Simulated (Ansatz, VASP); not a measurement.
# CuO: VASP beside Ansatz

INCAR

```
ALGO = Normal
EDIFF = 1E-6
ENCUT = 700
GGA_COMPAT = F
ISIF = 2
ISMEAR = 0
ISPIN = 2
LASPH = T
LCHARG = F
LDAU = T
LDAUJ = 0 0
LDAUL = 2 -1
LDAUPRINT = 1
LDAUTYPE = 2
LDAUU = 8 0
LMAXMIX = 4
LORBIT = 11
LREAL = F
LWAVE = F
MAGMOM = 0.6 -0.6 0 0
NBANDS = 37
NELM = 200
PREC = Accurate
SIGMA = 0.05
```

KPOINTS

```
k-points
0
Gamma
  7 7 4
```

POSCAR

```
CuO
1.0
    2.3446497600     -1.7133998200      0.0000000000
    2.3446497600      1.7133998200      0.0000000000
   -0.8605499100      0.0000000000      5.0594394800
Cu O
2 2
Direct
    0.0032000000      0.4968000000      0.0000000000
    0.4968000000      0.0032000000      0.5000000000
    0.5714000000      0.4056000000      0.2537000000
    0.4056000000      0.5714000000      0.7537000000
```

Input for Ansatz:

```yaml
crystal:
  lattice:
    - [2.34464976, -1.71339982, 0.0]
    - [2.34464976, 1.71339982, 0.0]
    - [-0.86054991, 0.0, 5.05943948]
  atoms:
    - { symbol: Cu, position: [0.0032, 0.4968, 0.0], spin: 1.0 }
    - { symbol: Cu, position: [0.4968, 0.0032, 0.5], spin: -1.0 }
    - { symbol: O, position: [0.5714, 0.4056, 0.2537] }
    - { symbol: O, position: [0.4056, 0.5714, 0.7537] }
basis:
  ecutwfc: 420
  ecutrho_ratio: 4
kpoints:
  mp_grid: { grid: [7, 7, 4] }
hamiltonian:
  xc: lda
  hubbard:
    sites:
      - { site: 0, l: d, u_eff: 8.0, starting_ns: [{ spin: up, occupation_matrix: s0up }, { spin: down, occupation_matrix: s0down }] }
      - { site: 1, l: d, u_eff: 8.0, starting_ns: [{ spin: up, occupation_matrix: s1up }, { spin: down, occupation_matrix: s1down }] }
    occupation_matrices:
      s0up:
        matrix:
          - [0.97, 0.0, 0.0, 0.0, 0.0]
          - [0.0, 0.97, 0.0, 0.0, 0.0]
          - [0.0, 0.0, 0.97, 0.0, 0.0]
          - [0.0, 0.0, 0.0, 0.97, 0.0]
          - [0.0, 0.0, 0.0, 0.0, 0.97]
      s0down:
        matrix:
          - [0.96992, 0.00667, -0.00476, 0.00225, 0.00095]
          - [0.00667, 0.39215, 0.41265, -0.19484, -0.08223]
          - [-0.00476, 0.41265, 0.67533, 0.13914, 0.05872]
          - [0.00225, -0.19484, 0.13914, 0.9043, -0.02773]
          - [0.00095, -0.08223, 0.05872, -0.02773, 0.9583]
      s1up:
        matrix:
          - [0.96992, 0.00667, 0.00476, 0.00225, -0.00095]
          - [0.00667, 0.39215, -0.41265, -0.19484, 0.08223]
          - [0.00476, -0.41265, 0.67533, -0.13914, 0.05872]
          - [0.00225, -0.19484, -0.13914, 0.9043, 0.02773]
          - [-0.00095, 0.08223, 0.05872, 0.02773, 0.9583]
      s1down:
        matrix:
          - [0.97, 0.0, 0.0, 0.0, 0.0]
          - [0.0, 0.97, 0.0, 0.0, 0.0]
          - [0.0, 0.0, 0.97, 0.0, 0.0]
          - [0.0, 0.0, 0.0, 0.97, 0.0]
          - [0.0, 0.0, 0.0, 0.0, 0.97]
    ns_hold: { iters: 8 }
scf:
  occupations: { method: gaussian, width: 0.05 }
  lower_state_search: "off"
  max_iter: 150
output:
  forces: true
  stress: true
  eigenvalues: true
  populations: true
  hubbard: { sites: [{ site: 0, l: d }, { site: 1, l: d }] }
  write_density: true
  write_potential: true
  elf: true
  volumetric_format: npy
magnetization:
  spin_polarized: true
```

Alike in both runs: task single point; functional LDA; k mesh 7 × 7 × 4; occupations gaussian, width 0.05 eV; collinear spin; Hubbard terms Cu d U = 8.0 eV.

|  | VASP | Ansatz |
| --- | --- | --- |
| version | VASP 6.6.1 | Ansatz 0.2.0 |
| potentials or method | VASP PAW LDA potentials, release 64 (Cu_sv_GW, O), cutoff 700 eV | scalar-relativistic, plane waves, PAW |
| valence electrons in the cell | 50 | 50 |

```tsv
	VASP	Ansatz	Ansatz less VASP
gap on the k mesh at the Fermi level (eV)	1.67	0.53	-1.139
least direct gap on the mesh (eV)	1.89	0.86	-1.023
pressure (GPa)	-11.2	-6.3	+4.93
traceless stress, the component that is largest in VASP (GPa)	1.12	1.47	+0.351
rms of the force components (eV/Å)	0.414	0.436	+0.0227
net moment per atom (μB)	0.00	0.00	0.000
size of the moment on the site where the two differ most (μB)	0.71	0.55	-0.162
```

LDA's correlation is that of Perdew and Zunger in VASP and of Perdew and Wang (1992) in Ansatz. Site moments also hang on the region over which each program counts them. The programs project onto different local orbitals, so the same U acts differently, and such runs can settle in different states. Atom by atom the forces differ by 0.038 eV/Å (rms over components).
